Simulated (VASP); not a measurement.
The system is CdBr6.

```
Cd Br
1.0
    -4.12486    4.12486    4.12486
     4.12486   -4.12486    4.12486
     4.12486    4.12486   -4.12486
Cd Br
1 6
Direct
  0.00000 0.00000 0.00000
  0.00000 0.32507 0.32507
  0.00000 0.67493 0.67493
  0.32507 0.00000 0.32507
  0.67493 0.00000 0.67493
  0.32507 0.32507 0.00000
  0.67493 0.67493 0.00000
```

```yaml
Program: VASP 6.6.1
Task: relaxation of cell and atoms
Functional: PBE
Potentials_or_basis: VASP PAW PBE potentials, release 64 (Cd, Br)
Cutoff: 600 eV
k_mesh: 4 × 4 × 4
Occupations: gaussian, width 0.1 eV
Spin: no spin polarisation
```

At the start: pressure -0.7 GPa; volume 40.10 Å³/atom.

Question: Where does the relaxation end?

Answer: Over 6 steps the energy falls by 68.9 meV/atom and the volume is 37.97 Å³/atom (-5.3 %); space group Im-3m (No. 229, to 0.05 Å).

The path:
| step | energy change (eV) | largest force (eV/Å) | pressure (GPa) | volume (Å³) |
| --- | --- | --- | --- | --- |
| 1 | 0.0000 | 0.6735 | -0.70 | 280.73 |
| 2 | -0.1555 | 0.6369 | -0.56 | 273.71 |
| 3 | -0.4350 | 0.1913 | 0.87 | 253.35 |
| 4 | -0.4803 | 0.0071 | 0.25 | 262.02 |
| 5 | -0.4817 | 0.0473 | 0.15 | 263.99 |
| 6 | -0.4825 | 0.0215 | -0.07 | 265.79 |

Final structure:
```
Cd Br
1.0
    -4.05036    4.05036    4.05036
     4.05036   -4.05036    4.05036
     4.05036    4.05036   -4.05036
Cd Br
1 6
Cartesian
  0.0000 0.0000 0.0000
  2.7936 0.0000 0.0000
  5.3071 0.0000 0.0000
  0.0000 2.7936 0.0000
  0.0000 5.3071 0.0000
  0.0000 0.0000 2.7936
  0.0000 0.0000 5.3071
```
